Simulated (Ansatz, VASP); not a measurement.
Two plane-wave programs on MgO

Contents of INCAR:

```
SYSTEM = MgO
ALGO     = Normal         ! electronic algorithm
EDIFF    = 1E-6           ! SCF threshold, eV
ENCUT    = 840            ! plane-wave cutoff, eV
GGA      = PE             ! functional
GGA_COMPAT= .FALSE.      
ISIF     = 2              ! what is computed and relaxed
ISMEAR   = -1             ! smearing method
LASPH    = .TRUE.         ! aspherical terms in the spheres
LCHARG   = .FALSE.        ! write CHGCAR
LREAL    = .FALSE.        ! projectors in reciprocal space
LWAVE    = .FALSE.        ! write WAVECAR
NBANDS   = 15             ! bands
NELM     = 120            ! most SCF steps
PREC     = Accurate       ! precision mode
SIGMA    = 0.02           ! smearing width, eV
```

Contents of KPOINTS:

```
k-points
0
G
  10 10 10
  0 0 0
```

The input POSCAR:

```
MgO
1.0
    0.0171326694      2.1021680256      2.1021680256
    2.1021680256      0.0171326694      2.1021680256
    2.1193006950      2.1193006950      0.0000000000
Mg O
1 1
Direct
    0.0000000000      0.0000000000      0.0000000000
    0.5000000000      0.5000000000      0.5000000000
```

Input for Ansatz:

```yaml
crystal:
  lattice:
    - [0.0171326694, 2.1021680256, 2.1021680256]
    - [2.1021680256, 0.0171326694, 2.1021680256]
    - [2.119300695, 2.119300695, 0.0]
  atoms:
    - { symbol: Mg, position: [0.0, 0.0, 0.0] }
    - { symbol: O, position: [0.5, 0.5, 0.5] }
kpoints:
  mp_grid: { grid: [10, 10, 10] }
  band_path:
    path:
      - [0.0, 0.0, 0.0]
      - [0.5, 0.0, 0.5]
      - [0.625, 0.25, 0.625]
      - [0.375, 0.375, 0.75]
      - [0.5, 0.5, 0.5]
      - [0.5, 0.25, 0.75]
    npoints: 1
hamiltonian:
  xc: pbe
scf:
  occupations: { method: fermi_dirac, width: 0.02 }
  n_extra_bands: 4
output:
  forces: true
  stress: true
  eigenvalues: true
  write_density: true
  write_potential: true
  elf: true
  volumetric_format: npy
```

Change from the starting cell: shear_xy strain +1.6%.

Alike in both runs: task single point; functional PBE; k mesh 10 × 10 × 10; occupations fermi-dirac, width 0.02 eV; no spin polarisation.

|  | VASP | Ansatz |
| --- | --- | --- |
| version | VASP 6.6.1 | Ansatz 0.2.0 |
| potentials or method | VASP PAW PBE potentials, release 64 (Mg_sv, O) | plane waves, PAW |
| plane-wave cutoff (eV) | 840 | 420 |
| valence electrons in the cell | 16 | 16 |

|  | VASP | Ansatz | Ansatz less VASP |
| --- | --- | --- | --- |
| gap on the k mesh at the Fermi level (eV) | 4.73 | 4.73 | +0.004 |
| pressure (GPa) | 5.7 | 5.6 | -0.11 |
| traceless stress, the component that is largest in VASP (GPa) | -2.39 | -2.40 | -0.011 |
